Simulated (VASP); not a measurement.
# Li7CaNb8O24 (a cell with a defect) in VASP: notebook

Runs on Li7CaNb8O24 (a cell with a defect). Level: PBE. Tasks: single point.

All numbers are computed with VASP 6.6.1; they aren't measurements. Logs are shortened: lines on timing, memory, paths and dates and some standing lists are left out, and cuts for length are marked.

## Step 1: The cell of the first run

The cell holds a defect, 40 atoms: a = 5.550 Å, b = 11.101 Å, c = 11.101 Å, α = 55.75°, β = 55.75°, γ = 55.75°.

## Step 2: Single point, PBE, collinear spin

Contents of INCAR:

```
SYSTEM = Li7CaNb8O24
PREC     = Accurate       ! precision mode
ENCUT    = 520            ! plane-wave cutoff, eV
EDIFF    = 1E-6           ! SCF threshold, eV
ISMEAR   = 0              ! smearing method
SIGMA    = 0.01           ! smearing width, eV
LREAL    = Auto         
LASPH    = .True.         ! aspherical terms in the spheres
NELM     = 150            ! most SCF steps
ALGO     = Normal         ! electronic algorithm
ISIF     = 2              ! what is computed and relaxed
LWAVE    = .False.        ! write WAVECAR
LCHARG   = .False.        ! write CHGCAR
ISPIN    = 2              ! spin polarisation
MAGMOM   = 0 0 0 0 0 0 0 0.03 0.04 0.07 0.09 0.07 0.06 0.09 0.06 0 0 0.01 0 -0.01 0 -0.01 0 0 0 -0.01 0.01 0 -0.01 0 0 -0.01 0 -0.01 0 0.01 0 0 0 0 ! initial moments
LORBIT   = 11             ! projections on sites
NUPDOWN  = 1.0            ! fixed moment
LMAXMIX  = 4              ! l up to which the mixer works
GGA      = PE             ! functional
NBANDS   = 170            ! bands
```

Contents of KPOINTS:

```
Automatic mesh
0
Gamma
  1 1 1
  0.25 0.25 0.25
```

Contents of POSCAR:

```
Li7CaNb8O24
1.0
    2.5949501400      1.4981951600      4.6722232500
   -5.1899002700      2.9963903200      9.3444465000
    0.0000000000     -5.9927806400      9.3444465000
Li Nb O Ca
7 8 24 1
Direct
    0.7204536132      0.3610508443      0.3647377818
    0.2108446359      0.1153985386      0.1110559846
    0.7376656434      0.3611243175      0.8522688470
    0.2191745744      0.1155790248      0.6051157013
    0.7085661960      0.8582918133      0.3702671326
    0.2061836140      0.6106046934      0.1166534362
    0.7164562442      0.8505244115      0.8628691342
    1.0264407230      0.4987970262      0.4956424847
    0.5074403635      0.2471564208      0.2508579824
    0.9874433190      0.4960017660      1.0153251086
    0.5133417585      0.2394204979      0.7614180039
    0.9787725937      1.0135947653      0.5011693818
    0.4998534337      0.7610640264      0.2444278998
    0.9974760230      1.0023527084      1.0026485346
    0.4781064580      0.7490207589      0.7599068275
    0.2941056574      0.3192423580      0.4404166865
    0.6237718409      0.4472100091      0.1410199525
    0.8887066324      0.1453700317      0.3119865299
    0.3901820246      0.0716488952      0.3888381432
    0.7807350888      0.1944278513      0.0670738819
    0.1369385916      0.3859166111      0.1957543136
    0.2676743261      0.3228872344      0.9407242918
    0.6848412134      0.4276907070      0.6417662353
    0.8968573682      0.1374476166      0.8168999660
    0.3971922134      0.0623389857      0.8878876202
    0.7886349593      0.1904690984      0.5698312583
    0.1663872431      0.3888494432      0.6897519985
    0.2866619009      0.8406733797      0.4223534804
    0.6356658270      0.9492170716      0.1282172205
    0.8863084656      0.6387488892      0.3245517682
    0.3950900234      0.5736887395      0.3897241838
    0.7870654407      0.6908091095      0.0720039000
    0.1370402985      0.8840161851      0.1924596296
    0.2592575054      0.8237815188      0.9393174383
    0.6414553038      0.9435723813      0.6301657185
    0.8440787538      0.6430964696      0.8388420983
    0.3822305901      0.5657343791      0.8818972967
    0.7770874884      0.6900779476      0.5757208768
    0.1336528344      0.8773891845      0.6910385975
    0.2356392955      0.6184542893      0.6201326724
```

Potentials or basis: VASP PAW PBE potentials, release 64 (Li_sv, Nb_sv, O, Ca_sv).

Launch:

```sh
$ cat potpaw_PBE.64/Li_sv/POTCAR potpaw_PBE.64/Nb_sv/POTCAR potpaw_PBE.64/O/POTCAR potpaw_PBE.64/Ca_sv/POTCAR > POTCAR
$ mpirun -np 1 vasp_std > vasp.out
```

OUTCAR:

```text
SYSTEM = Li7CaNb8O24
   PREC = Accurate
   ENCUT = 520
   EDIFF = 1E-6
   ISMEAR = 0
   LREAL = Auto
   LASPH = .True.
   NELM = 150
   ISIF = 2
   ISPIN = 2
   LORBIT = 11
   NUPDOWN = 1.0
   GGA = PE

 ion  position               nearest neighbor table
   1  0.720  0.361  0.365-  21 2.05  26 2.05  31 2.07  16 2.25
   2  0.211  0.115  0.111-  18 1.99  29 2.05  22 2.06  20 2.28
   3  0.738  0.361  0.852-  37 2.06  20 2.08  27 2.09  23 2.16
   4  0.219  0.116  0.605-  16 2.04  24 2.05  35 2.08  26 2.24  19 2.27
   5  0.709  0.858  0.370-  19 2.05  38 2.05  33 2.12  28 2.17
   6  0.206  0.611  0.117-  30 2.04  17 2.04  34 2.11  32 2.22
   7  0.716  0.851  0.863-  25 2.06  39 2.06  32 2.07  36 2.13
   8  0.026  0.499  0.496-  16 1.89  30 1.90  23 1.91  31 2.09  27 2.14  38 2.16
   9  0.507  0.247  0.251-  19 1.87  20 1.91  21 1.94  18 2.07  16 2.12  17 2.12
  10  0.987  0.496  0.015-  17 1.88  22 1.94  36 1.96  21 2.04  32 2.08  37 2.14
  11  0.513  0.239  0.761-  25 1.88  27 1.93  26 1.97  24 2.04  22 2.07  23 2.17
  12  0.979  0.014  0.501-  35 1.88  18 1.92  28 1.97  26 2.00  39 2.11  19 2.18
  13  0.500  0.761  0.244-  33 1.89  32 1.91  31 1.95  28 2.06  29 2.06  30 2.18
  14  0.997  0.002  0.003-  29 1.89  24 1.92  34 1.93  33 2.08  20 2.09  25 2.12
  15  0.478  0.749  0.760-  37 1.89  39 1.90  38 1.96  34 2.03  36 2.11  35 2.19
  16  0.294  0.319  0.440-   8 1.89   4 2.04   9 2.12   1 2.25
  17  0.624  0.447  0.141-  10 1.88   6 2.04   9 2.12
  18  0.889  0.145  0.312-  12 1.92   2 1.99   9 2.07
  19  0.390  0.072  0.389-   9 1.87   5 2.05  12 2.18   4 2.27
  20  0.781  0.194  0.067-   9 1.91   3 2.08  14 2.09   2 2.28
  21  0.137  0.386  0.196-   9 1.94  10 2.04   1 2.05
[... 5 lines left out ...]
  27  0.166  0.389  0.690-  11 1.93   3 2.09   8 2.14  40 2.41
  28  0.287  0.841  0.422-  12 1.97  13 2.06   5 2.17  40 2.23
  29  0.636  0.949  0.128-  14 1.89   2 2.05  13 2.06
  30  0.886  0.639  0.325-   8 1.90   6 2.04  13 2.18
  31  0.395  0.574  0.390-  13 1.95   1 2.07   8 2.09  40 2.44
  32  0.787  0.691  0.072-  13 1.91   7 2.07  10 2.08   6 2.22
  33  0.137  0.884  0.192-  13 1.89  14 2.08   5 2.12
  34  0.259  0.824  0.939-  14 1.93  15 2.03   6 2.11
  35  0.641  0.944  0.630-  12 1.88   4 2.08  15 2.19
  36  0.844  0.643  0.839-  10 1.96  15 2.11   7 2.13  40 2.20
  37  0.382  0.566  0.882-  15 1.89   3 2.06  10 2.14
  38  0.777  0.690  0.576-  15 1.96   5 2.05   8 2.16  40 2.46
  39  0.134  0.877  0.691-  15 1.90   7 2.06  12 2.11
  40  0.236  0.618  0.620-  36 2.20  23 2.22  28 2.23  27 2.41  31 2.44  38 2.46

  LATTYP: Found a base centered monoclinic cell.
 ALAT       =    15.1977748256
 B/A-ratio  =     0.6829815986
 C/A-ratio  =     0.3652177898
 COS(beta)  =    -0.0918250328

  Lattice vectors:

 A1 = (   7.7848504100,  -1.4981951600,  -4.6722232500)
 A2 = (   2.5949501400,   7.4909758000,  -4.6722232500)
 A3 = (   2.5949501400,   1.4981951600,   4.6722232500)

Analysis of symmetry for initial positions (statically):
=====================================================================
 Subroutine PRICEL returns:
 Original cell was already a primitive cell.

 Routine SETGRP: Setting up the symmetry group for a
 base centered monoclinic supercell.

 Subroutine GETGRP returns: Found  1 space group operations
 (whereof  1 operations were pure point group operations)
 out of a pool of  4 trial point group operations.

The static configuration has the point symmetry C_1 .

Analysis of symmetry for dynamics (positions and initial velocities):
=====================================================================
 Subroutine PRICEL returns:
 Original cell was already a primitive cell.

 Routine SETGRP: Setting up the symmetry group for a
 base centered monoclinic supercell.

 Subroutine GETGRP returns: Found  1 space group operations
 (whereof  1 operations were pure point group operations)
 out of a pool of  4 trial point group operations.

The dynamic configuration has the point symmetry C_1 .

Analysis of structural, dynamic, and magnetic symmetry:
[... 48 lines left out ...]
  ---------------------------------------------------
  free energy    TOTEN  =      -320.70052092 eV

  energy without entropy =     -320.70052092  energy(sigma->0) =     -320.70052092

 E-fermi :   3.6402     XC(G=0): -10.8070

 val. band max:        6.8567106510   @ k =   0.2500   0.2500   0.2500
 cond. band min:       7.0892781139   @ k =   0.2500   0.2500   0.2500
 fundamental gap:      0.2325674629
 Fermi energy:         7.0042839011

 spin component 1

 k-point     1 :       0.2500    0.2500    0.2500
  band No.  band energies     occupation
      1     -50.6108      1.00000
      2     -50.5824      1.00000
      3     -50.5733      1.00000
      4     -50.5679      1.00000
      5     -50.5325      1.00000
      6     -50.5251      1.00000
[... 143 lines left out ...]
    150       7.9810      0.00000
    151       8.0528      0.00000
 Fermi energy:         3.6401634945

 spin component 2

 k-point     1 :       0.2500    0.2500    0.2500
  band No.  band energies     occupation
      1     -50.5386      1.00000
      2     -50.5337      1.00000
      3     -50.5270      1.00000
      4     -50.4846      1.00000
      5     -50.4332      1.00000
      6     -50.4210      1.00000
[... 143 lines left out ...]
    150       8.0843      0.00000
    151       8.1637      0.00000
 [bands above 151 left out]

------------------------ aborting loop because EDIFF is reached ----------------------------------------

  FORCE on cell =-STRESS in cart. coord.  units (eV):
  Direction    XX          YY          ZZ          XY          YZ          ZX
  --------------------------------------------------------------------------------------
  -------------------------------------------------------------------------------------
  Total        9.3792351     12.1079537      3.4923167     -0.2620191      0.7826994      0.3991177
  in kB       34.4703559     44.4988818     12.8348845     -0.9629666      2.8765594      1.4668286
  external PRESSURE =      30.6013741 kB  Pullay stress =       0.0000000 kB

 VOLUME and BASIS-vectors are now :
 -----------------------------------------------------------------------------
  energy-cutoff  :      520.00
  volume of cell :      435.95
      direct lattice vectors                 reciprocal lattice vectors
     2.594950140  1.498195160  4.672223250     0.192681930  0.111244964  0.071343623
    -5.189900270  2.996390320  9.344446500    -0.096340965  0.055622482  0.035671811
     0.000000000 -5.992780640  9.344446500     0.000000000 -0.111244964  0.035671811

 POSITION                                       TOTAL-FORCE (eV/Angst)
 -----------------------------------------------------------------------------------
     -0.00428     -0.02456     10.14821         0.001379      0.003407     -0.004161
     -0.05178     -0.00387      3.10121         0.002918      0.002396     -0.005427
      0.04001     -2.92022     14.78503        -0.000501     -0.004319      0.001448
     -0.03110     -2.95164      7.75853        -0.000580     -0.000246     -0.006712
     -2.61575      1.41442     14.79078         0.000216      0.001981     -0.006225
     -2.63394      1.43943      7.75916         0.001074      0.001127     -0.004943
[... 32 lines left out ...]
     -4.20674     -1.31200     15.28055         0.007924      0.010142      0.000764
     -2.59824     -1.51015     12.67487         0.006062      0.012232      0.009984
 -----------------------------------------------------------------------------------
    total drift:                                0.000089      0.005786      0.000437

  FREE ENERGIE OF THE ION-ELECTRON SYSTEM (eV)
  ---------------------------------------------------
  free  energy   TOTEN  =      -320.7005209189 eV

  energy  without entropy=     -320.7005209189  energy(sigma->0) =     -320.70052092

 total charge

# of ion       s       p       d       tot
------------------------------------------
    1        2.013   0.046   0.000   2.060
    2        2.015   0.048   0.000   2.063
    3        2.012   0.044   0.000   2.057
    4        2.013   0.045   0.000   2.058
    5        2.013   0.044   0.000   2.057
    6        2.013   0.045   0.000   2.058
[... 32 lines left out ...]
   39        1.569   3.496   0.000   5.065
   40        2.038   5.888   0.335   8.261
--------------------------------------------------
tot         71.455 139.374  17.024 227.852

 magnetization (x)

# of ion       s       p       d       tot
------------------------------------------
    1       -0.000   0.000   0.000   0.000
    2       -0.000   0.000   0.000   0.000
    3       -0.000   0.000   0.000   0.000
    4        0.000   0.000   0.000   0.000
    5        0.000   0.000   0.000   0.000
    6       -0.000   0.000   0.000   0.000
[... 32 lines left out ...]
   39       -0.000  -0.004   0.000  -0.004
   40       -0.000   0.000   0.001   0.001
--------------------------------------------------
tot          0.004  -0.042   0.844   0.807
```

It took 12 min on 1 thread of Intel Xeon 8259CL, shared host; peak memory 0.92 GiB.

What came out:

```
Free energy                                           : -320.7005 eV
Largest force                                         : 0.070 eV/Å
Net moment                                            : 1.00 μB per cell
Site moments                                          : Li +0.00; Nb +0.05, +0.07, +0.11, +0.14, +0.12, +0.10, +0.15 (each value once); O -0.00, +0.01, +0.00, -0.01 (each value once); Ca +0.00 μB
Valence electrons inside the program's atomic spheres : Li 2.06; Nb 10.44, 10.42, 10.43 (each value once); O 5.07, 5.08, 5.06, 5.09 (each value once); Ca 8.26
```

Forces in eV/Å, atoms in the order of the input:
```
Li   0.001  0.003 -0.004
Li   0.003  0.002 -0.005
Li  -0.001 -0.004  0.001
Li  -0.001  0.000 -0.007
Li   0.000  0.002 -0.006
Li   0.001  0.001 -0.005
Li  -0.001 -0.007  0.002
Nb   0.008  0.000  0.014
Nb  -0.012  0.016  0.032
Nb  -0.008  0.003  0.020
Nb   0.014  0.020  0.014
Nb  -0.001  0.017  0.020
Nb   0.005  0.002  0.011
Nb   0.012 -0.003  0.028
Nb   0.013 -0.003  0.026
O   -0.023  0.005  0.000
O    0.015 -0.004 -0.010
O   -0.006 -0.014 -0.009
O   -0.011 -0.007 -0.011
O    0.000 -0.012 -0.006
O    0.023  0.007  0.006
O    0.003  0.011 -0.004
O    0.051  0.005  0.008
O   -0.021 -0.002 -0.020
O   -0.006 -0.005 -0.005
O    0.002 -0.020  0.002
O    0.007  0.003 -0.031
O   -0.024  0.042  0.001
O    0.006 -0.012 -0.017
O    0.000 -0.022  0.007
O   -0.012  0.005 -0.016
O   -0.007 -0.005 -0.006
O    0.010  0.012  0.001
O   -0.004  0.016 -0.008
O    0.005 -0.009 -0.012
O   -0.033 -0.061  0.003
O   -0.018  0.004  0.003
O   -0.006 -0.010 -0.028
O    0.008  0.010  0.001
Ca   0.006  0.012  0.010
```

Caveat: the k points lie up to 1.14 Å⁻¹ apart, too coarse for converged energies, forces and pressures; the cutoff is under 1.25 times the usual one of these potentials, so pressure, stress and relaxed cells hold a basis-set (Pulay) error; the total moment is fixed, so each spin has its own Fermi level and the state may be an excited one.

## Step 3: Single point, PBE, collinear spin

Contents of INCAR:

```
PREC = Accurate ; ENCUT = 520
EDIFF = 1E-6 ; ISMEAR = 0
SIGMA = 0.01 ; LREAL = Auto
LASPH = T ; NELM = 150
ALGO = Normal ; ISIF = 2
LWAVE = F ; LCHARG = T
ISPIN = 2 ; MAGMOM = 0 0 0 0 0 0 0 0.11 0.1 0.13 0.14 0.13 0.13 0.16 0.15 -0.01 0 0 0 -0.01 0 -0.01 0 0 0 -0.01 0 -0.01 0 0 0.01 -0.01 0 -0.01 -0.01 0.01 0 -0.01 0 0
LORBIT = 11 ; NUPDOWN = 2.0
LMAXMIX = 4 ; GGA = PE
LELF = T ; LVHAR = T
NBANDS = 170 ; NELECT = 280.0
```

KPOINTS is that of step 2.

Contents of POSCAR:

```
Li7CaNb8O24
1.0
    2.5949501400      1.4981951600      4.6722232500
   -5.1899002700      2.9963903200      9.3444465000
    0.0000000000     -5.9927806400      9.3444465000
Li Nb O Ca
7 8 24 1
Direct
    0.7164349527      0.3633524533      0.3636800058
    0.2168040971      0.1145146954      0.1105889648
    0.7400614836      0.3634006903      0.8524284848
    0.2282269613      0.1147970612      0.6047254907
    0.7112936876      0.8603141906      0.3677633355
    0.2150682741      0.6108989070      0.1153212269
    0.7216154817      0.8523528395      0.8615825189
    1.0274702416      0.5026266442      0.4960380045
    0.5067507622      0.2503182830      0.2525865600
    0.9962902950      0.4970935293      1.0138169113
    0.5179612581      0.2417342282      0.7606372279
    0.9883498672      1.0139341079      0.5000854459
    0.5073936823      0.7635982039      0.2429028715
    1.0060545447      1.0035042940      1.0028984821
    0.4816262453      0.7535046637      0.7596283725
    0.2850542914      0.3191398588      0.4402268490
    0.6265568444      0.4448535452      0.1402327051
    0.8912457977      0.1434302736      0.3120409640
    0.3885599048      0.0701411187      0.3909346877
    0.7686618404      0.1942652351      0.0683990133
    0.1343780303      0.3854152709      0.1960834833
    0.2619436366      0.3207058121      0.9414628218
    0.6845483464      0.4235763181      0.6428460306
    0.9021298824      0.1344557710      0.8161043557
    0.3984336848      0.0613503955      0.8890120866
    0.7708701420      0.1919618762      0.5696464123
    0.1637814264      0.3896103077      0.6892218506
    0.2801843748      0.8377291398      0.4248923744
    0.6367116397      0.9474641606      0.1305295548
    0.8874622572      0.6388244111      0.3215881105
    0.3949855003      0.5726469140      0.3903042845
    0.7743836938      0.6907741266      0.0711079077
    0.1356189296      0.8865168145      0.1928203556
    0.2514671437      0.8212486864      0.9430795419
    0.6461629592      0.9387897317      0.6313883898
    0.8454058842      0.6422818010      0.8368936846
    0.3783769453      0.5662248665      0.8830079626
    0.7648279201      0.6868404935      0.5756711042
    0.1316806188      0.8817249362      0.6905906555
    0.2406465512      0.6168233437      0.6199709108
```

Potentials or basis: VASP PAW PBE potentials, release 64 (Li_sv, Nb_sv, O, Ca_sv).

Launch:

```sh
$ cat potpaw_PBE.64/Li_sv/POTCAR potpaw_PBE.64/Nb_sv/POTCAR potpaw_PBE.64/O/POTCAR potpaw_PBE.64/Ca_sv/POTCAR > POTCAR
$ mpirun -np 1 vasp_std > vasp.out
```

It took 12 min on 1 thread of Intel Xeon 8259CL, shared host; peak memory 0.92 GiB.

The run converged. Its results:

| Item | Value |
| --- | --- |
| Free energy | -313.6658 eV |
| Largest force | 0.066 eV/Å |
| Net moment | 2.00 μB per cell |
| Site moments | Li +0.00; Nb +0.18, +0.17, +0.21, +0.23, +0.20, +0.26, +0.25 (each value once); O -0.01, +0.00, -0.00, -0.02 (each value once); Ca +0.00 μB |
| Valence electrons inside the program's atomic spheres | Li 2.06, 2.07 (each value once); Nb 10.44, 10.43, 10.45 (each value once); O 5.08, 5.07, 5.10, 5.09, 5.06 (each value once); Ca 8.28 |

Forces in eV/Å, atoms in the order of the input:
```
Li  -0.003 -0.001 -0.007
Li  -0.002 -0.003 -0.010
Li  -0.003  0.004 -0.002
Li   0.000  0.000 -0.001
Li   0.003  0.000 -0.003
Li   0.000  0.000 -0.008
Li   0.002 -0.003 -0.007
Nb  -0.002  0.005  0.004
Nb  -0.007 -0.002  0.040
Nb  -0.021 -0.020  0.009
Nb   0.000  0.030 -0.003
Nb  -0.001 -0.001  0.009
Nb   0.000 -0.017 -0.001
Nb   0.008  0.003 -0.005
Nb   0.009  0.004  0.030
O   -0.017  0.010  0.000
O    0.019  0.003 -0.003
O   -0.016 -0.016 -0.011
O   -0.013  0.007 -0.001
O   -0.003 -0.009  0.002
O    0.016  0.015 -0.001
O   -0.006  0.009  0.006
O    0.060  0.019  0.022
O   -0.003 -0.015 -0.004
O   -0.008  0.005  0.001
O    0.009 -0.013 -0.001
O    0.022 -0.004 -0.021
O   -0.027  0.061 -0.002
O    0.016 -0.015 -0.007
O    0.000 -0.020  0.001
O   -0.019  0.019 -0.023
O   -0.004 -0.022  0.008
O    0.026  0.007  0.012
O   -0.002  0.017 -0.009
O    0.008  0.000 -0.005
O   -0.028 -0.057  0.001
O   -0.012  0.002 -0.004
O   -0.003 -0.023 -0.010
O    0.010  0.015 -0.002
Ca  -0.008  0.008  0.005
```

Caveat: the k points lie up to 1.14 Å⁻¹ apart, too coarse for converged energies, forces and pressures; the cell carries a net charge on a neutralising background, which shifts energy and pressure; the cell is charged against a uniform background, so pressure and absolute levels hang on convention; the cutoff is under 1.25 times the usual one of these potentials, so pressure, stress and relaxed cells hold a basis-set (Pulay) error; the moment is held away from its start; the total moment is fixed, so each spin has its own Fermi level and the state may be an excited one.
